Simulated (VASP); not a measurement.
Si16Ge (a cell with a defect), 17 atoms in the cell. The cell holds a defect, 17 atoms: a = 7.679 Å, b = 7.679 Å, c = 7.679 Å, α = 60.00°, β = 60.00°, γ = 60.00°. 

```yaml
Program: VASP 6.6.1
Task: single point
Functional: PBEsol
Potentials_or_basis: VASP PAW PBE potentials, release 64 (Si, Ge_d)
Cutoff: 520 eV
k_mesh: 2 × 2 × 2
Occupations: gaussian, width 0.05 eV
Spin: no spin polarisation
Dipole_correction: no
Further_INCAR_settings: LREAL = Auto; ALGO = Normal; EDIFF = 1e-07; NBANDS = 53
```

Potentials or basis: VASP PAW PBE potentials, release 64 (Si, Ge_d).

Run with:

```bash
$ cat potpaw_PBE.64/Si/POTCAR potpaw_PBE.64/Ge_d/POTCAR > POTCAR
$ mpirun -np 1 vasp_std > vasp.out
```

Hardware: 1 thread of Intel(R) Xeon(R) 6975P-C (Granite Rapids), on a shared host.

Q: Estimate the wall time of this run.

A: It took 2 min on 1 thread of Intel(R) Xeon(R) 6975P-C (Granite Rapids), with other jobs on the host, peak memory 0.48 GiB. Counts: scf iterations 15, k points 8.
